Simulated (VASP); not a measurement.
# Re (P6_3/mmc) in VASP: notebook

The runs below take Re through electric field gradients, with r2SCAN.

Everything below comes from runs of VASP 6.6.1. Logs are shortened: lines on timing, memory, paths and dates and some standing lists are left out, and cuts for length are marked.

## Step 1: The cell of the first run

The structure is hexagonal, space group P6_3/mmc (No. 194). The conventional cell has a = 2.788 Å, b = 2.788 Å, c = 4.511 Å, α = 90.00°, β = 90.00°, γ = 120.00°. Within 3.7 Å of Re (site symmetry -6m2) lie 12 Re at 2.77 to 2.79 Å.

## Step 2: Electric field gradients, r2SCAN (volume scaled by 1.025)

Input file POSCAR:

```
Re
1.0
    2.7881914346      0.0000000000      0.0000000000
   -1.3940957173      2.4146446130      0.0000000000
    0.0000000000      0.0000000000      4.5105500144
Re
2
Direct
    0.3333333333      0.6666666667      0.2500000000
    0.6666666667      0.3333333333      0.7500000000
```

Input file INCAR.step1:

```
PREC     = Accurate       # precision mode
ENCUT    = 520            # plane-wave cutoff, eV
ISMEAR   = -1             # smearing method
SIGMA    = 0.08           # smearing width, eV
LREAL    = False          # projectors in reciprocal space
LASPH    = True           # aspherical terms in the spheres
NELM     = 80             # most SCF steps
NBANDS   = 14             # bands
GGA      = PE             # functional
ALGO     = Normal         # electronic algorithm
EDIFF    = 1E-4           # SCF threshold, eV
LWAVE    = True           # write WAVECAR
LCHARG   = False          # write CHGCAR
```

Input file INCAR.step2:

```
PREC     = Accurate       # precision mode
ENCUT    = 520            # plane-wave cutoff, eV
EDIFF    = 1E-8           # SCF threshold, eV
ISMEAR   = -1             # smearing method
SIGMA    = 0.08           # smearing width, eV
LREAL    = False          # projectors in reciprocal space
LASPH    = True           # aspherical terms in the spheres
NELM     = 80             # most SCF steps
ALGO     = Normal         # electronic algorithm
ISIF     = 2              # what is computed and relaxed
LWAVE    = False          # write WAVECAR
LCHARG   = False          # write CHGCAR
METAGGA  = R2SCAN         # meta-GGA
LMIXTAU  = True         
LEFG     = True         
NBANDS   = 14             # bands
ISTART   = 1
```

Input file KPOINTS:

```
Automatic mesh
0
Gamma
  14 14 8
```

Potentials or basis: VASP PAW PBE potentials, release 64 (Re).

Started as:

```bash
cat potpaw_PBE.64/Re/POTCAR > POTCAR
cp INCAR.step1 INCAR
mpirun -np 1 vasp_std > vasp.out
cp INCAR.step2 INCAR
mpirun -np 1 vasp_std > vasp.out
```

OUTCAR:

```text
PREC = Accurate
   ENCUT = 520
   EDIFF = 1E-8
   ISMEAR = -1
   LREAL = False
   LASPH = True
   NELM = 80
   ISIF = 2
   METAGGA = R2SCAN
   ISTART = 1

 ion  position               nearest neighbor table
   1  0.333  0.667  0.250-   2 2.77   2 2.77   2 2.77   2 2.77   2 2.77   2 2.77
   2  0.667  0.333  0.750-   1 2.77   1 2.77   1 2.77   1 2.77   1 2.77   1 2.77

  LATTYP: Found a hexagonal cell.
 ALAT       =     2.7881914346
 C/A-ratio  =     1.6177332584

  Lattice vectors:

 A1 = (   2.7881914346,   0.0000000000,   0.0000000000)
 A2 = (  -1.3940957173,   2.4146446130,   0.0000000000)
 A3 = (   0.0000000000,   0.0000000000,   4.5105500144)

Analysis of symmetry for initial positions (statically):
=====================================================================
 Subroutine PRICEL returns:
 Original cell was already a primitive cell.

 Routine SETGRP: Setting up the symmetry group for a
 hexagonal supercell.

 Subroutine GETGRP returns: Found 24 space group operations
 (whereof 12 operations were pure point group operations)
 out of a pool of 24 trial point group operations.

The static configuration has the point symmetry D_3d.
 The point group associated with its full space group is D_6h.

Analysis of symmetry for dynamics (positions and initial velocities):
=====================================================================
 Subroutine PRICEL returns:
 Original cell was already a primitive cell.

 Routine SETGRP: Setting up the symmetry group for a
 hexagonal supercell.

 Subroutine GETGRP returns: Found 24 space group operations
 (whereof 12 operations were pure point group operations)
 out of a pool of 24 trial point group operations.

The dynamic configuration has the point symmetry D_3d.
 The point group associated with its full space group is D_6h.

 Subroutine INISYM returns: Found 24 space group operations
 (whereof 12 operations are pure point group operations),
 and found     1 'primitive' translations

----------------------------------------------------------------------------------------

                                     Primitive cell

[... 132 lines left out ...]
  ext. energy  EPLUGINS =         0.00000000
  ---------------------------------------------------
  free energy    TOTEN  =      -104.88455983 eV

  energy without entropy =     -104.85263874  energy(sigma->0) =     -104.86859929

 E-fermi :   7.2902     XC(G=0): -14.7959

 val. band max:        7.2886338298   @ k =   0.2857   0.2857   0.5000
 cond. band min:       7.3010233988   @ k =   0.2143   0.1429   0.5000
 fundamental gap:      0.0123895689
 Fermi energy:         7.2901971458

 k-point     1 :       0.0000    0.0000    0.0000
  band No.  band energies     occupation
      1      -2.8232      2.00000
      2       0.6026      2.00000
      3       5.7174      2.00000
      4       5.7649      2.00000
      5       5.7649      2.00000
      6       6.5805      1.99972
      7       6.5805      1.99972
      8       7.5333      0.09141
      9       7.5333      0.09141
     10       7.7650      0.00527
     11      10.6739      0.00000
     12      10.6739      0.00000
     13      17.4018      0.00000
     14      22.0951      0.00000
[... 377 lines left out ...]
      1       2.1305      2.00000
      2       2.9853      2.00000
      3       3.1491      2.00000
      4       3.9372      2.00000
      5       5.0550      2.00000
      6       5.3151      2.00000
      7       7.1826      1.58669
      8      10.0987      0.00000
      9      10.5961      0.00000
     10      10.8024      0.00000
     11      14.0888      0.00000
     12      14.1737      0.00000
     13      15.8421      0.00000
     14      21.6067      0.00000

 [... further k-points ...]
[... 5 lines left out ...]
  --------------------------------------------------------------------------------------
  -------------------------------------------------------------------------------------
  Total       -2.2555805     -2.2555805     -2.2182350      0.0000000      0.0000000     -0.0000000
  in kB     -119.0045620   -119.0045620   -117.0342097      0.0000000      0.0000000     -0.0000000
  external PRESSURE =    -118.3477779 kB  Pullay stress =       0.0000000 kB

 VOLUME and BASIS-vectors are now :
 -----------------------------------------------------------------------------
  energy-cutoff  :      520.00
  volume of cell :       30.37
      direct lattice vectors                 reciprocal lattice vectors
     2.788191435  0.000000000  0.000000000     0.358655431  0.207069809  0.000000000
    -1.394095717  2.414644613  0.000000000     0.000000000  0.414139619  0.000000000
     0.000000000  0.000000000  4.510550014     0.000000000  0.000000000  0.221702452

 POSITION                                       TOTAL-FORCE (eV/Angst)
 -----------------------------------------------------------------------------------
     -0.00000      1.60976      1.12764         0.000000      0.000000      0.000000
      1.39410      0.80488      3.38291        -0.000000     -0.000000      0.000000
 -----------------------------------------------------------------------------------
    total drift:                               -0.000000      0.000000     -0.000000

  FREE ENERGIE OF THE ION-ELECTRON SYSTEM (eV)
  ---------------------------------------------------
  free  energy   TOTEN  =      -104.8845598340 eV

  energy  without entropy=     -104.8526387444  energy(sigma->0) =     -104.86859929

 Electric field gradients (V/A^2)
---------------------------------------------------------------------
 ion       V_xx      V_yy      V_zz      V_xy      V_xz      V_yz
---------------------------------------------------------------------
   1      34.604    34.604   -69.208    -0.000     0.000    -0.000
   2      34.604    34.604   -69.208    -0.000    -0.000     0.000
---------------------------------------------------------------------

 Electric field gradients after diagonalization (V/A^2)
 (convention: |V_zz| > |V_xx| > |V_yy|)
----------------------------------------------------------------------
 ion       V_xx      V_yy      V_zz     asymmetry (V_yy - V_xx)/ V_zz
----------------------------------------------------------------------
   1      34.604    34.604   -69.208       0.000
   2      34.604    34.604   -69.208       0.000
----------------------------------------------------------------------

           NMR quadrupolar parameters

 Cq : quadrupolar parameter    Cq=e*Q*V_zz/h
 eta: asymmetry parameters     (V_yy - V_xx)/ V_zz
 Q  : nuclear electric quadrupole moment in mb (millibarn)
----------------------------------------------------------------------
 ion       Cq(MHz)       eta       Q (mb)
----------------------------------------------------------------------
   1      -0.167       0.000       1.000
   2      -0.167       0.000       1.000
----------------------------------------------------------------------
```

OSZICAR.step1:

```text
N       E                     dE             d eps       ncg     rms          rms(c)
DAV:   1     0.209415108724E+02    0.20942E+02   -0.67270E+03  6720   0.122E+03
DAV:   2    -0.252240920365E+02   -0.46166E+02   -0.40484E+02  5506   0.281E+02
DAV:   3    -0.263064601792E+02   -0.10824E+01   -0.10437E+01  5218   0.442E+01
DAV:   4    -0.263173164439E+02   -0.10856E-01   -0.10848E-01  5214   0.312E+00
DAV:   5    -0.263175320357E+02   -0.21559E-03   -0.21558E-03  5172   0.772E-01    0.402E+01
DAV:   6    -0.252280282553E+02    0.10895E+01   -0.89187E-01  5842   0.266E+01    0.157E+01
DAV:   7    -0.248770217989E+02    0.35101E+00   -0.56501E-01  5880   0.206E+01    0.773E-01
DAV:   8    -0.248624397031E+02    0.14582E-01   -0.10461E-02  6352   0.145E+00    0.286E-01
DAV:   9    -0.248618209260E+02    0.61878E-03   -0.11782E-04  3608   0.205E-01    0.935E-02
DAV:  10    -0.248618517183E+02   -0.30792E-04   -0.15464E-04  3056   0.266E-01
   1 F= -.24861852E+02 E0= -.24844813E+02  d E =-.340767E-01
```

Run time: 2.2 min. Hardware: 1 thread of Intel Xeon 6975P-C (Granite Rapids), shared host; peak memory 0.19 GiB.

Results:

```
Free energy            : -104.8846 eV
Pressure               : -11.8 GPa
Band gap on the k mesh : zero (band 7 reaches 8.86 eV, above the bottom of band 8 at 5.64 eV)
```

Stress tensor (GPa, compression positive):
```
-11.90   0.00   0.00
  0.00 -11.90   0.00
  0.00   0.00 -11.70
```

Electric field gradients, principal values (V/Å²):
```
atom   least  middle  greatest (by size)
1 Re  34.604  34.604             -69.208
2 Re  34.604  34.604             -69.208
```

Caveat: without QUAD_EFG the Cq values of the log hold for a quadrupole moment of 1 mb, not for the nuclei; the PAW data sets were made with another functional, which shifts forces and pressure a little; spin-orbit coupling is left out, which moves the levels of the heavy elements.

## Step 3: Electric field gradients, r2SCAN (volume scaled by 1.05)

Input file POSCAR:

```
Re
1.0
    2.8106778205      0.0000000000      0.0000000000
   -1.4053389102      2.4341183944      0.0000000000
    0.0000000000      0.0000000000      4.5469269887
Re
2
Direct
    0.3333333333      0.6666666667      0.2500000000
    0.6666666667      0.3333333333      0.7500000000
```

Input file INCAR.step1:

```
SYSTEM = Re
ALGO = Normal
EDIFF = 1E-4
ENCUT = 520
GGA = PE
ISMEAR = -1
LASPH = .TRUE.
LCHARG = .FALSE.
LREAL = .FALSE.
LWAVE = .TRUE.
NBANDS = 14
NELM = 100
PREC = Accurate
SIGMA = 0.08
```

Input file INCAR.step2:

```
SYSTEM = Re
ALGO = Normal
EDIFF = 1E-8
ENCUT = 520
ISIF = 2
ISMEAR = -1
ISTART = 1
LASPH = .TRUE.
LCHARG = .FALSE.
LEFG = .TRUE.
LMIXTAU = .TRUE.
LREAL = .FALSE.
LWAVE = .FALSE.
METAGGA = R2SCAN
NBANDS = 14
NELM = 100
PREC = Accurate
SIGMA = 0.08
```

Input file KPOINTS:

```
k-points
0
G
  14 14 8
  0 0 0
```

Potentials or basis: VASP PAW PBE potentials, release 64 (Re).

Started as:

```bash
cat potpaw_PBE.64/Re/POTCAR > POTCAR
cp INCAR.step1 INCAR
mpirun -np 1 vasp_std > vasp.out
cp INCAR.step2 INCAR
mpirun -np 1 vasp_std > vasp.out
```

OUTCAR:

```text
SYSTEM = Re
   EDIFF = 1E-8
   ENCUT = 520
   ISIF = 2
   ISMEAR = -1
   ISTART = 1
   LASPH = .TRUE.
   LREAL = .FALSE.
   METAGGA = R2SCAN
   NELM = 100
   PREC = Accurate

 ion  position               nearest neighbor table
   1  0.333  0.667  0.250-   2 2.79   2 2.79   2 2.79   2 2.79   2 2.79   2 2.79
   2  0.667  0.333  0.750-   1 2.79   1 2.79   1 2.79   1 2.79   1 2.79   1 2.79

  LATTYP: Found a hexagonal cell.
 ALAT       =     2.8106778205
 C/A-ratio  =     1.6177332583

  Lattice vectors:

 A1 = (   2.8106778205,   0.0000000000,   0.0000000000)
[... 624 lines left out ...]
  free  energy   TOTEN  =      -104.8120095939 eV

  energy  without entropy=     -104.7791228964  energy(sigma->0) =     -104.79556625

 Electric field gradients (V/A^2)
---------------------------------------------------------------------
 ion       V_xx      V_yy      V_zz      V_xy      V_xz      V_yz
---------------------------------------------------------------------
   1      33.502    33.502   -67.003    -0.000     0.000    -0.000
   2      33.502    33.502   -67.003    -0.000    -0.000     0.000
---------------------------------------------------------------------

 Electric field gradients after diagonalization (V/A^2)
 (convention: |V_zz| > |V_xx| > |V_yy|)
----------------------------------------------------------------------
 ion       V_xx      V_yy      V_zz     asymmetry (V_yy - V_xx)/ V_zz
----------------------------------------------------------------------
   1      33.502    33.502   -67.003       0.000
   2      33.502    33.502   -67.003       0.000
----------------------------------------------------------------------

           NMR quadrupolar parameters

 Cq : quadrupolar parameter    Cq=e*Q*V_zz/h
 eta: asymmetry parameters     (V_yy - V_xx)/ V_zz
 Q  : nuclear electric quadrupole moment in mb (millibarn)
----------------------------------------------------------------------
 ion       Cq(MHz)       eta       Q (mb)
----------------------------------------------------------------------
   1      -0.162       0.000       1.000
   2      -0.162       0.000       1.000
----------------------------------------------------------------------
```

OSZICAR.step1:

```text
N       E                     dE             d eps       ncg     rms          rms(c)
DAV:   1     0.187839475265E+02    0.18784E+02   -0.66932E+03  6712   0.122E+03
DAV:   2    -0.253315094460E+02   -0.44115E+02   -0.39049E+02  5498   0.273E+02
DAV:   3    -0.263108332842E+02   -0.97932E+00   -0.95094E+00  5272   0.418E+01
DAV:   4    -0.263201018745E+02   -0.92686E-02   -0.92600E-02  5168   0.292E+00
DAV:   5    -0.263202932457E+02   -0.19137E-03   -0.19135E-03  5236   0.712E-01    0.384E+01
DAV:   6    -0.251800967045E+02    0.11402E+01   -0.98870E-01  5834   0.279E+01    0.143E+01
DAV:   7    -0.248322697534E+02    0.34783E+00   -0.57550E-01  5890   0.207E+01    0.869E-01
DAV:   8    -0.248168980772E+02    0.15372E-01   -0.11741E-02  6440   0.171E+00    0.335E-01
DAV:   9    -0.248163301706E+02    0.56791E-03   -0.11524E-04  3694   0.188E-01    0.957E-02
DAV:  10    -0.248163601432E+02   -0.29973E-04   -0.12106E-04  3030   0.264E-01
   1 F= -.24816360E+02 E0= -.24798813E+02  d E =-.350941E-01
```

It took 2 min on 1 thread of Intel Xeon 6975P-C (Granite Rapids), shared host; peak memory 0.19 GiB.

What came out:

```yaml
Free_energy: -104.8120 eV
Pressure: -19.6 GPa
Band_gap_on_the_k_mesh: zero (band 7 reaches 8.51 eV, above the bottom of band 8 at 5.41 eV)
```

Electric field gradients, principal values (V/Å²):
```tsv
atom	least	middle	greatest (by size)
1 Re	33.502	33.502	-67.003
2 Re	33.502	33.502	-67.003
```

Caveat: without QUAD_EFG the Cq values of the log hold for a quadrupole moment of 1 mb, not for the nuclei; the PAW data sets were made with another functional, which shifts forces and pressure a little; spin-orbit coupling is left out, which moves the levels of the heavy elements.
